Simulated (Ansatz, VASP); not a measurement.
## Rh in VASP and in Ansatz

```
CELL_PARAMETERS angstrom
0.00000 1.89999 1.89999
1.89999 0.00000 1.89999
1.89999 1.89999 0.00000
ATOMIC_POSITIONS crystal
Rh 0.00000 0.00000 0.00000
```

Alike in both runs: functional r2SCAN; k mesh 20 × 20 × 20; occupations fermi-dirac, width 0.05 eV; no spin polarisation.

Ansatz relaxed the structure, and its values are those at the end. VASP's run is a single point on that final structure, the one shown.

|  | VASP | Ansatz |
| --- | --- | --- |
| version | VASP 6.6.1 | Ansatz 0.2.0 |
| potentials or method | VASP PAW PBE potentials, release 64 (Rh_pv) | PAW with Ansatz's default frozen-core files, scalar-relativistic |
| plane-wave cutoff (eV) | 520 | 500 |
| valence electrons in the cell | 15 | 17 |

|  | VASP | Ansatz | Ansatz less VASP |
| --- | --- | --- | --- |
| pressure (GPa) | 1.2 | 0.0 | -1.21 |

VASP's potentials were made for PBE, not for r2SCAN. With one functional, cell and mesh, what is left measures potentials, basis and numerics. VASP's potentials hold 15 valence electrons a cell and Ansatz's 17, so a difference there can come from the potentials and not from the codes.
